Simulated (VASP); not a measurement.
# LiGaO (P4/mmm) in VASP: further runs

LiGaO is run at these levels: PBE; tasks: single point, relaxation of cell and atoms.

Everything below comes from runs of VASP 6.6.1. Logs are shortened: lines on timing, memory, paths and dates and some standing lists are left out, and cuts for length are marked.

**1. The cell of the first run**

Symmetry: P4/mmm, No. 123, tetragonal system. Conventional cell: a = 3.576 Å, b = 3.576 Å, c = 3.172 Å, α = 90.00°, β = 90.00°, γ = 90.00°. Li (site symmetry 4/mmm) has 2 O at 1.59 Å within 2.1 Å. Within 3.3 Å of Ga (site symmetry 4/mmm) lie 4 Li at 2.53 Å and 8 O at 2.99 Å and 2 Ga at 3.17 Å. O (site symmetry 4/mmm) has 2 Li at 1.59 Å within 2.1 Å.

The cell was built from a structure type or drawn by symmetry, and may not be a known phase.

**2. Single point, PBE**

File INCAR:

```
SYSTEM = LiGaO
PREC     = Accurate       ! precision mode
ENCUT    = 520            ! plane-wave cutoff, eV
EDIFF    = 1E-6           ! SCF threshold, eV
ISMEAR   = 0              ! smearing method
SIGMA    = 0.1            ! smearing width, eV
LREAL    = .False.        ! projectors in reciprocal space
LASPH    = .True.         ! aspherical terms in the spheres
NELM     = 80             ! most SCF steps
ALGO     = Normal         ! electronic algorithm
ISIF     = 2              ! what is computed and relaxed
LWAVE    = .False.        ! write WAVECAR
LCHARG   = .True.         ! write CHGCAR
GGA      = PE             ! functional
LELF     = .True.         ! ELF
LVHAR    = .True.       
NBANDS   = 18             ! bands
```

File KPOINTS:

```
regular mesh
0
Gamma
  6 6 6
  0 0 0
```

File POSCAR:

```
LiGaO
1.0
    3.5761120000      0.0000000000      0.0000000000
    0.0000000000      3.5761120000      0.0000000000
    0.0000000000      0.0000000000      3.1724190000
Li Ga O
1 1 1
Direct
    0.0000000000      0.0000000000      0.5000000000
    0.5000000000      0.5000000000      0.5000000000
    0.0000000000      0.0000000000      0.0000000000
```

Potentials or basis: VASP PAW PBE potentials, release 64 (Li_sv, Ga_d, O).

Started as:

```console
> cat potpaw_PBE.64/Li_sv/POTCAR potpaw_PBE.64/Ga_d/POTCAR potpaw_PBE.64/O/POTCAR > POTCAR
> mpirun -np 1 vasp_std > vasp.out
```

OUTCAR:

```text
SYSTEM = LiGaO
   PREC = Accurate
   ENCUT = 520
   EDIFF = 1E-6
   ISMEAR = 0
   LREAL = .False.
   LASPH = .True.
   NELM = 80
   ISIF = 2
   GGA = PE

 ion  position               nearest neighbor table
   1  0.000  0.000  0.500-   3 1.59   3 1.59   2 2.53   2 2.53   2 2.53   2 2.53
   2  0.500  0.500  0.500-   1 2.53   1 2.53   1 2.53   1 2.53
   3  0.000  0.000  0.000-   1 1.59   1 1.59

  LATTYP: Found a simple tetragonal cell.
 ALAT       =     3.5761120000
 C/A-ratio  =     0.8871139942

  Lattice vectors:

 A1 = (   3.5761120000,   0.0000000000,   0.0000000000)
 A2 = (   0.0000000000,   3.5761120000,   0.0000000000)
 A3 = (   0.0000000000,   0.0000000000,   3.1724190000)

Analysis of symmetry for initial positions (statically):
=====================================================================
 Subroutine PRICEL returns:
 Original cell was already a primitive cell.

 Routine SETGRP: Setting up the symmetry group for a
 simple tetragonal supercell.

 Subroutine GETGRP returns: Found 16 space group operations
 (whereof 16 operations were pure point group operations)
 out of a pool of 16 trial point group operations.

The static configuration has the point symmetry D_4h.

Analysis of symmetry for dynamics (positions and initial velocities):
=====================================================================
 Subroutine PRICEL returns:
 Original cell was already a primitive cell.

 Routine SETGRP: Setting up the symmetry group for a
 simple tetragonal supercell.

 Subroutine GETGRP returns: Found 16 space group operations
 (whereof 16 operations were pure point group operations)
 out of a pool of 16 trial point group operations.

The dynamic configuration has the point symmetry D_4h.

 Subroutine INISYM returns: Found 16 space group operations
 (whereof 16 operations are pure point group operations),
 and found     1 'primitive' translations

----------------------------------------------------------------------------------------

                                     Primitive cell

  volume of cell :      40.5707

  direct lattice vectors                    reciprocal lattice vectors
     3.576112000  0.000000000  0.000000000     0.279633300  0.000000000  0.000000000
     0.000000000  3.576112000  0.000000000     0.000000000  0.279633300  0.000000000
     0.000000000  0.000000000  3.172419000     0.000000000  0.000000000  0.315216874

  length of vectors
     3.576112000  3.576112000  3.172419000     0.279633300  0.279633300  0.315216874

  position of ions in fractional coordinates (direct lattice)
     0.000000000  0.000000000  0.500000000
     0.500000000  0.500000000  0.500000000
     0.000000000  0.000000000  0.000000000

  ion indices of the primitive-cell ions
   primitive index   ion index
                 1           1
                 2           2
                 3           3

----------------------------------------------------------------------------------------

 KPOINTS: regular mesh

Automatic generation of k-mesh.
 Grid dimensions read from file:
 generate k-points for:    6    6    6

 Generating k-lattice:

  Cartesian coordinates                     Fractional coordinates (reciprocal lattice)
     0.046605550  0.000000000  0.000000000     0.166666667  0.000000000  0.000000000
     0.000000000  0.046605550  0.000000000     0.000000000  0.166666667  0.000000000
     0.000000000  0.000000000  0.052536146     0.000000000  0.000000000  0.166666667

  Length of vectors
     0.046605550  0.046605550  0.052536146

  Shift w.r.t. Gamma in fractional coordinates (k-lattice)
     0.000000000  0.000000000  0.000000000

 Subroutine IBZKPT returns following result:
 ===========================================

 Found     40 irreducible k-points:

 Following reciprocal coordinates:
            Coordinates               Weight
  0.000000  0.000000  0.000000      1.000000
  0.166667  0.000000  0.000000      4.000000
  0.333333  0.000000  0.000000      4.000000
  0.500000  0.000000  0.000000      2.000000
  0.166667  0.166667  0.000000      4.000000
  0.333333  0.166667  0.000000      8.000000
[... 16 lines left out ...]
  0.333333  0.000000  0.333333      8.000000
  0.500000  0.000000  0.333333      4.000000
 [... further k-points ...]
   k-points           NKPTS =     40   k-points in BZ     NKDIM =     40   number of bands    NBANDS=     18
   number of dos      NEDOS =    301   number of ions     NIONS =      3
   total plane-waves  NPLWV =  18816
   dimension x,y,z NGX =    28 NGY =   28 NGZ =   24
   dimension x,y,z NGXF=    56 NGYF=   56 NGZF=   48
   ions per type =               1   1   1
   NGX,Y,Z   is equivalent  to a cutoff of  13.02, 13.02, 12.58 a.u.
   NGXF,Y,Z  is equivalent  to a cutoff of  26.03, 26.03, 25.15 a.u.
 SYSTEM =  LiGaO
   PREC   = accura    normal or accurate (medium, high low for compatibility)
   ISTART =      0    job   : 0-new  1-cont  2-samecut
   ICHARG =      2    charge: 1-file 2-atom 10-const
   ISPIN  =      1    spin polarized calculation?
   LNONCOLLINEAR =      F non collinear calculations
   LSORBIT =      F    spin-orbit coupling
   LASPH  =      T    aspherical Exc in radial PAW
   ENCUT  =  520.0 eV  38.22 Ry    6.18 a.u.   6.65  6.65  5.90*2*pi/ulx,y,z
   NELM   =     80;   NELMIN=  2; NELMDL= -5     # of ELM steps
   EDIFF  = 0.1E-05   stopping-criterion for ELM
   LREAL  =      F    real-space projection
   EDIFFG = 0.1E-04   stopping-criterion for IOM
   NSW    =      0    number of steps for IOM
   IBRION =     -1    ionic relax: 0-MD 1-quasi-New 2-CG
   NFREE  =      0    steps in history (QN), initial steepest desc. (CG)
   ISIF   =      2    stress and relaxation
   ISYM   =      2    0-nonsym 1-usesym 2-fastsym
   POTIM  = 0.5000    time-step for ionic-motion
   TEBEG  =    0.0;   TEEND  =   0.0 temperature during run
   PSTRESS=    0.0 pullay stress
   NELECT =      22.0000    total number of electrons
   NUPDOWN=      -1.0000    fix difference up-down
   EMIN   =  10.00;   EMAX   =-10.00  energy-range for DOS
   EFERMI =   0.00;   METHOD = LEGACY
   ISMEAR =     0;   SIGMA  =   0.10  broadening in eV -4-tet -1-fermi 0-gaus
   EFERMI_NEDOS =   21; number of points for ismear=-14 and -15
   IALGO  =     38    algorithm
   IMIX   =      4    mixing-type and parameters
     AMIX     =   0.40;   BMIX     =  1.00
     AMIX_MAG =   1.60;   BMIX_MAG =  1.00
  volume/ion in A,a.u.               =      13.52        91.26
  Fermi-wavevector in a.u.,A,eV,Ry     =   1.334990  2.522766 24.248294  1.782199
  Thomas-Fermi vector in A             =   2.463729
   LORBIT       =      0    0 simple, 1 ext, 2 COOP (PROOUT), +10 PAW based schemes
   GGA     = PE    functional components
   LHFCALC =     F    Hartree Fock is set to
   AEXX    =    0.0000 exact exchange contribution
   IVDW    =     0    specifies the selected vdW correction
   LEPSILON=     F    determine dielectric tensor
   LRPA    =     F    only Hartree local field effects (RPA)
 non-spin polarized calculation
 Gauss-broadening in eV      SIGMA  =   0.10
  energy-cutoff  :      520.00
  volume of cell :       40.57
 maximum number of plane-waves:      1116
 NGX is ok and might be reduce to    28
   NGX = 13   NGY = 13   NGZ = 11

 number of electron      22.0000006 magnetization

 Free energy of the ion-electron system (eV)
  ---------------------------------------------------
  ext. energy  EPLUGINS =         0.00000000
  ---------------------------------------------------
  free energy    TOTEN  =       -11.07627724 eV

  energy without entropy =      -11.07489307  energy(sigma->0) =      -11.07558515

 E-fermi :   2.6833     XC(G=0):  -9.8496

 val. band max:        2.6813204697   @ k =   0.0000   0.0000   0.5000
 cond. band min:       2.7319975034   @ k =   0.5000   0.0000   0.0000
 fundamental gap:      0.0506770336
 Fermi energy:         2.6832865814

 k-point     1 :       0.0000    0.0000    0.0000
  band No.  band energies     occupation
      1     -40.5767      2.00000
      2     -13.4978      2.00000
      3     -12.1434      2.00000
      4     -12.1259      2.00000
      5     -12.0827      2.00000
      6     -12.0169      2.00000
[... 10 lines left out ...]
     17      16.1624      0.00000
     18      18.6973      0.00000

 k-point     2 :       0.1667    0.0000    0.0000
  band No.  band energies     occupation
      1     -40.5764      2.00000
      2     -13.4569      2.00000
      3     -12.1419      2.00000
      4     -12.1155      2.00000
      5     -12.0886      2.00000
      6     -12.0206      2.00000
[... 10 lines left out ...]
     17      16.2675      0.00000
     18      16.5415      0.00000

 k-point     3 :       0.3333    0.0000    0.0000
  band No.  band energies     occupation
      1     -40.5755      2.00000
      2     -13.3721      2.00000
      3     -12.1413      2.00000
      4     -12.1004      2.00000
      5     -12.0924      2.00000
      6     -12.0280      2.00000
[... 10 lines left out ...]
     17      14.8767      0.00000
     18      17.0642      0.00000

 k-point     4 :       0.5000    0.0000    0.0000
  band No.  band energies     occupation
      1     -40.5751      2.00000
      2     -13.3282      2.00000
      3     -12.1413      2.00000
      4     -12.1062      2.00000
      5     -12.0806      2.00000
      6     -12.0317      2.00000
[... 375 lines left out ...]
      4     -12.0843      2.00000
      5     -12.0508      2.00000
      6     -12.0508      2.00000
[... 10 lines left out ...]
     17      15.4946      0.00000
     18      16.4179      0.00000

 k-point    23 :       0.3333    0.0000    0.3333
  band No.  band energies     occupation
      1     -40.5635      2.00000
      2     -13.6902      2.00000
      3     -12.0989      2.00000
      4     -12.0946      2.00000
      5     -12.0492      2.00000
      6     -12.0376      2.00000
[... 10 lines left out ...]
     17      13.4927      0.00000
     18      17.3741      0.00000

 k-point    24 :       0.5000    0.0000    0.3333
  band No.  band energies     occupation
      1     -40.5631      2.00000
      2     -13.6687      2.00000
      3     -12.0997      2.00000
      4     -12.0949      2.00000
      5     -12.0484      2.00000
      6     -12.0288      2.00000
[... 10 lines left out ...]
     17      13.1750      0.00000
     18      16.9662      0.00000

 [... further k-points ...]

------------------------ aborting loop because EDIFF is reached ----------------------------------------

  FORCE on cell =-STRESS in cart. coord.  units (eV):
  Direction    XX          YY          ZZ          XY          YZ          ZX
  --------------------------------------------------------------------------------------
  -------------------------------------------------------------------------------------
  Total        1.2866428      1.2866428      5.7340467      0.0000000     -0.0000000      0.0000000
  in kB       50.8107725     50.8107725    226.4430744      0.0000000     -0.0000000      0.0000000
  external PRESSURE =     109.3548731 kB  Pullay stress =       0.0000000 kB

 VOLUME and BASIS-vectors are now :
 -----------------------------------------------------------------------------
  energy-cutoff  :      520.00
  volume of cell :       40.57
      direct lattice vectors                 reciprocal lattice vectors
     3.576112000  0.000000000  0.000000000     0.279633300  0.000000000  0.000000000
     0.000000000  3.576112000  0.000000000     0.000000000  0.279633300  0.000000000
     0.000000000  0.000000000  3.172419000     0.000000000  0.000000000  0.315216874

 POSITION                                       TOTAL-FORCE (eV/Angst)
 -----------------------------------------------------------------------------------
      0.00000      0.00000      1.58621         0.000000      0.000000      0.000000
      1.78806      1.78806      1.58621         0.000000      0.000000      0.000000
      0.00000      0.00000      0.00000         0.000000      0.000000      0.000000
 -----------------------------------------------------------------------------------
    total drift:                                0.000000      0.000000      0.000000

  FREE ENERGIE OF THE ION-ELECTRON SYSTEM (eV)
  ---------------------------------------------------
  free  energy   TOTEN  =       -11.0762772374 eV

  energy  without entropy=      -11.0748930668  energy(sigma->0) =      -11.07558515
```

Wall time 45 s (1 thread of Intel Xeon 8259CL, shared host); peak memory 0.17 GiB.

Results:

| Property | Result |
| --- | --- |
| Free energy | -11.0763 eV |

Levels at points of the mesh, in eV from the Fermi level:
```
           k point  band 7  band 8  band 9  band 10  band 11  band 12  band 13  band 14  band 15  band 16
(0.00, 0.00, 0.00)  -14.70   -6.12   -2.77    -2.05    -2.05     5.41     5.41     6.93     7.87    10.05
(0.50, 0.00, 0.00)  -14.70   -6.79   -2.60    -1.56    -0.04     0.05     4.89     7.77     9.17    11.61
(0.50, 0.50, 0.00)  -14.71   -4.44   -3.90    -3.90    -2.53     3.11     3.11     8.96     9.97    14.08
(0.00, 0.00, 0.50)  -14.71   -5.37   -1.18    -1.18    -0.02     0.00     4.64     4.64     9.52    11.78
(0.50, 0.00, 0.50)  -14.68   -3.85   -3.09    -2.36    -1.07     2.81     2.94     6.64     7.80     9.37
(0.50, 0.50, 0.50)  -14.67   -2.06   -2.01    -2.01    -1.43     0.55     0.55     1.11    10.43    10.43
```

Caveat: the cutoff is under 1.25 times the usual one of these potentials, so pressure, stress and relaxed cells hold a basis-set (Pulay) error.

**3. Single point, PBE**

This run uses another cell than the first one, of 16.09 Å³/atom.

File INCAR:

```
SYSTEM = LiGaO
  PREC = Accurate
  ENCUT = 520
  EDIFF = 1E-6
  ISMEAR = 0
  SIGMA = 0.1
  LREAL = .False.
  LASPH = .True.
  NELM = 80
  ALGO = Normal
  ISIF = 2
  LWAVE = .False.
  LCHARG = .True.
  GGA = PE
  LELF = .True.
  LVHAR = .True.
  NBANDS = 18
```

File KPOINTS:

```
Automatic mesh
0
Gamma
  6 6 6
  0 0 0
```

File POSCAR:

```
LiGaO
1.0
    3.7841205495      0.0000000000      0.0000000000
    0.0000000000      3.7841205495      0.0000000000
    0.0000000000      0.0000000000      3.3719176586
Li Ga O
1 1 1
Direct
    0.0000000000      0.0000000000      0.5000000000
    0.5000000000      0.5000000000      0.5000000000
    0.0000000000      0.0000000000      0.0000000000
```

Potentials or basis: VASP PAW PBE potentials, release 64 (Li_sv, Ga_d, O).

Started as:

```console
> cat potpaw_PBE.64/Li_sv/POTCAR potpaw_PBE.64/Ga_d/POTCAR potpaw_PBE.64/O/POTCAR > POTCAR
> mpirun -np 1 vasp_std > vasp.out
```

It took 60 s on 1 thread of Intel Xeon 8259CL, shared host; peak memory 0.18 GiB.

It converged, with:

```
Free energy            : -11.3240 eV
Band gap on the k mesh : 0.27 eV
```

Levels at points of the mesh, in eV from the valence-band top:
```csv
k point,band 8,band 9,band 10,band 11,band 12,band 13,band 14,band 15
"(0.00, 0.00, 0.00)",-5.74,-2.05,-1.33,-1.33,4.83,4.83,6.88,6.95
"(0.50, 0.00, 0.00)",-5.98,-1.91,-0.94,0.00,0.27,4.51,6.85,8.66
"(0.50, 0.50, 0.00)",-4.31,-2.87,-2.87,-1.85,2.88,2.88,7.72,8.88
"(0.00, 0.00, 0.50)",-5.01,-0.64,-0.64,-0.14,0.33,4.32,4.32,9.12
"(0.50, 0.00, 0.50)",-3.84,-2.18,-1.92,-0.54,2.70,2.76,5.83,7.48
"(0.50, 0.50, 0.50)",-2.57,-1.28,-1.28,-1.16,0.88,0.88,1.39,9.76
```

Caveat: the cutoff is under 1.25 times the usual one of these potentials, so pressure, stress and relaxed cells hold a basis-set (Pulay) error. A k mesh can miss the band edges.

[end of part 1 of 2]
